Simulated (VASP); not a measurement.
# MgO (P6_3/mmc) in VASP: single point with HSE06

Aim: the single point of MgO with HSE06.

Program: VASP 6.6.1. These are calculated values, not measurements. Logs are shortened: lines on timing, memory, paths and dates and some standing lists are left out, and cuts for length are marked.

**1. The cell of the first run**

It takes space group P6_3/mmc (No. 194, hexagonal). Conventional cell: a = 3.335 Å, b = 3.335 Å, c = 4.301 Å, α = 90.00°, β = 90.00°, γ = 120.00°. Within 2.6 Å of Mg (site symmetry -6m2) lie 5 O at 1.93 to 2.15 Å. Within 2.6 Å of O (site symmetry -6m2) lie 5 Mg at 1.93 to 2.15 Å.

**2. Single point, HSE06 (epitaxial xy strain -4.3%)**

POSCAR

```
MgO
1.0
    3.3353094178      0.0000000000      0.0000000000
   -1.6676547089      2.8884626853      0.0000000000
    0.0000000000      0.0000000000      4.3010910071
Mg O
2 2
Direct
    0.6666666667      0.3333333333      0.7500000000
    0.3333333333      0.6666666667      0.2500000000
    0.6666666667      0.3333333333      0.2500000000
    0.3333333333      0.6666666667      0.7500000000
```

INCAR.step1

```
SYSTEM = MgO
PREC = Accurate
ENCUT = 520
EDIFF = 1E-5
ISMEAR = 0
SIGMA = 0.01
LREAL = .False.
LASPH = .True.
NELM = 100
ALGO = Normal
ISIF = 2
LWAVE = .True.
LCHARG = .False.
NBANDS = 16
GGA = PE
```

INCAR.step2

```
SYSTEM = MgO
PREC = Accurate
ENCUT = 520
EDIFF = 1E-6
ISMEAR = 0
SIGMA = 0.01
LREAL = .False.
LASPH = .True.
NELM = 100
ALGO = Normal
ISIF = 2
LWAVE = .False.
LCHARG = .False.
GGA = PE
LHFCALC = .True.
HFSCREEN = 0.2079
PRECFOCK = Normal
NBANDS = 16
ISTART = 1
```

KPOINTS

```
regular mesh
0
Gamma
  6 6 4
  0 0 0
```

Potentials or basis: VASP PAW PBE potentials, release 64 (Mg, O).

Launch:

```bash
$ cat potpaw_PBE.64/Mg/POTCAR potpaw_PBE.64/O/POTCAR > POTCAR
$ cp INCAR.step1 INCAR
$ mpirun -np 1 vasp_std > vasp.out
$ cp INCAR.step2 INCAR
$ mpirun -np 1 vasp_std > vasp.out
```

OUTCAR:

```text
SYSTEM = MgO
   PREC = Accurate
   ENCUT = 520
   EDIFF = 1E-6
   ISMEAR = 0
   LREAL = .False.
   LASPH = .True.
   NELM = 100
   ISIF = 2
   GGA = PE
   LHFCALC = .True.
   HFSCREEN = 0.2079
   PRECFOCK = Normal
   ISTART = 1

 ion  position               nearest neighbor table
   1  0.667  0.333  0.750-   4 1.93   4 1.93   4 1.93   3 2.15   3 2.15   2 2.89   2 2.89   2 2.89
                             2 2.89   2 2.89   2 2.89
   2  0.333  0.667  0.250-   3 1.93   3 1.93   3 1.93   4 2.15   4 2.15   1 2.89   1 2.89   1 2.89
                             1 2.89   1 2.89   1 2.89
   3  0.667  0.333  0.250-   2 1.93   2 1.93   2 1.93   1 2.15   1 2.15
   4  0.333  0.667  0.750-   1 1.93   1 1.93   1 1.93   2 2.15   2 2.15

  LATTYP: Found a hexagonal cell.
 ALAT       =     3.3353094178
 C/A-ratio  =     1.2895628166

  Lattice vectors:

 A1 = (   3.3353094178,   0.0000000000,   0.0000000000)
 A2 = (  -1.6676547089,   2.8884626853,   0.0000000000)
 A3 = (   0.0000000000,   0.0000000000,   4.3010910071)

Analysis of symmetry for initial positions (statically):
=====================================================================
 Subroutine PRICEL returns:
 Original cell was already a primitive cell.

 Routine SETGRP: Setting up the symmetry group for a
 hexagonal supercell.

 Subroutine GETGRP returns: Found 24 space group operations
 (whereof 12 operations were pure point group operations)
 out of a pool of 24 trial point group operations.

The static configuration has the point symmetry D_3d.
 The point group associated with its full space group is D_6h.

Analysis of symmetry for dynamics (positions and initial velocities):
=====================================================================
 Subroutine PRICEL returns:
 Original cell was already a primitive cell.

 Routine SETGRP: Setting up the symmetry group for a
 hexagonal supercell.

 Subroutine GETGRP returns: Found 24 space group operations
 (whereof 12 operations were pure point group operations)
 out of a pool of 24 trial point group operations.

The dynamic configuration has the point symmetry D_3d.
 The point group associated with its full space group is D_6h.

 Subroutine INISYM returns: Found 24 space group operations
[... 103 lines left out ...]
   ISIF   =      2    stress and relaxation
   ISYM   =      3    0-nonsym 1-usesym 2-fastsym
   POTIM  = 0.5000    time-step for ionic-motion
   TEBEG  =    0.0;   TEEND  =   0.0 temperature during run
   PSTRESS=    0.0 pullay stress
   NELECT =      16.0000    total number of electrons
   NUPDOWN=      -1.0000    fix difference up-down
   EMIN   =  10.00;   EMAX   =-10.00  energy-range for DOS
   EFERMI =   0.00;   METHOD = LEGACY
   ISMEAR =     0;   SIGMA  =   0.01  broadening in eV -4-tet -1-fermi 0-gaus
   EFERMI_NEDOS =   21; number of points for ismear=-14 and -15
   IALGO  =     38    algorithm
   IMIX   =      1    mixing-type and parameters
     AMIX     =   0.40;   BMIX     =  1.00
     AMIX_MAG =   1.60;   BMIX_MAG =  1.00
  volume/ion in A,a.u.               =      10.36        69.91
  Fermi-wavevector in a.u.,A,eV,Ry     =   1.192123  2.252785 19.336011  1.421157
  Thomas-Fermi vector in A             =   2.328168
   LORBIT       =      0    0 simple, 1 ext, 2 COOP (PROOUT), +10 PAW based schemes
   GGA     = PE    functional components
   LHFCALC =     T    Hartree Fock is set to
   PRECFOCK=normal    Normal, Fast or Accurate (Low or Medium for compatibility)
   ENCUT4O =  -1.0   cutoff for four orbital integrals eV
   NKREDX  =     1    reduce k-point grid by
   NKREDY  =     1    reduce k-point grid by
   NKREDZ  =     1    reduce k-point grid by
   AEXX    =    0.2500 exact exchange contribution
   HFSCREEN=    0.2079 screening length (either q_TF or 0.3 A-1)
   HFSCREENC=   0.2079 screening length for correlation (either q_TF or 0.3 A-1)
   ENCUTFOCK=  -1.0 apply spherical cutoff to Coloumb kernel
   IVDW    =     0    specifies the selected vdW correction
   LEPSILON=     F    determine dielectric tensor
   LRPA    =     F    only Hartree local field effects (RPA)
 non-spin polarized calculation
 Gauss-broadening in eV      SIGMA  =   0.01
  energy-cutoff  :      520.00
  volume of cell :       41.44
 maximum number of plane-waves:      1134
 NGX is ok and might be reduce to    28
  NGX = 20; NGY = 20; NGZ = 24

 number of electron      15.9999995 magnetization

 Free energy of the ion-electron system (eV)
  ---------------------------------------------------
  ext. energy  EPLUGINS =         0.00000000
  ---------------------------------------------------
  free energy    TOTEN  =       -28.04728293 eV

  energy without entropy =      -28.04728293  energy(sigma->0) =      -28.04728293

 E-fermi :   1.3448     XC(G=0):  -8.5176

 val. band max:        1.2939485396   @ k =   0.0000   0.0000   0.0000
 cond. band min:       6.5805699544   @ k =   0.0000   0.0000   0.0000
 fundamental gap:      5.2866214148
 Fermi energy:         1.3447866637

 k-point     1 :       0.0000    0.0000    0.0000
  band No.  band energies     occupation
      1     -17.5503      2.00000
      2     -16.0600      2.00000
      3      -3.0948      2.00000
      4      -0.6865      2.00000
      5      -0.6865      2.00000
      6       0.1617      2.00000
[... 376 lines left out ...]
      3      -2.7330      2.00000
      4      -2.7330      2.00000
      5      -1.7076      2.00000
      6      -1.7076      2.00000
[... 8 lines left out ...]
     15      20.4857      0.00000
     16      20.4857      0.00000

------------------------ aborting loop because EDIFF is reached ----------------------------------------

  FORCE on cell =-STRESS in cart. coord.  units (eV):
  Direction    XX          YY          ZZ          XY          YZ          ZX
  --------------------------------------------------------------------------------------
  -------------------------------------------------------------------------------------
  Total        4.0399226      4.0399226      0.0045336      0.0000000     -0.0000000      0.0000000
  in kB      156.2075811    156.2075811      0.1752959      0.0000000     -0.0000000      0.0000000
  external PRESSURE =     104.1968194 kB  Pullay stress =       0.0000000 kB

 VOLUME and BASIS-vectors are now :
 -----------------------------------------------------------------------------
  energy-cutoff  :      520.00
  volume of cell :       41.44
      direct lattice vectors                 reciprocal lattice vectors
     3.335309418  0.000000000  0.000000000     0.299822258  0.173102461  0.000000000
    -1.667654709  2.888462685  0.000000000     0.000000000  0.346204922  0.000000000
     0.000000000  0.000000000  4.301091007     0.000000000  0.000000000  0.232499149

 POSITION                                       TOTAL-FORCE (eV/Angst)
 -----------------------------------------------------------------------------------
      1.66765      0.96282      3.22582         0.000000      0.000000      0.000000
     -0.00000      1.92564      1.07527         0.000000     -0.000000      0.000000
      1.66765      0.96282      1.07527        -0.000000      0.000000     -0.000000
     -0.00000      1.92564      3.22582         0.000000     -0.000000      0.000000
 -----------------------------------------------------------------------------------
    total drift:                                0.000000      0.000000     -0.000000

  FREE ENERGIE OF THE ION-ELECTRON SYSTEM (eV)
  ---------------------------------------------------
  free  energy   TOTEN  =       -28.0472829277 eV

  energy  without entropy=      -28.0472829277  energy(sigma->0) =      -28.04728293
```

Run time: 48 min. Hardware: 1 thread of Intel Xeon 8259CL, shared host; peak memory 0.29 GiB.

Results:

* Free energy: -28.0473 eV
* Pressure: 10.4 GPa
* Band gap on the k mesh: 5.29 eV

Caveat: the cell differs from its parent crystal (epitaxial xy strain -4.3%); the stress differs along the axes, from 0 to 16 GPa; the PAW data sets were made with another functional, which shifts forces and pressure a little.
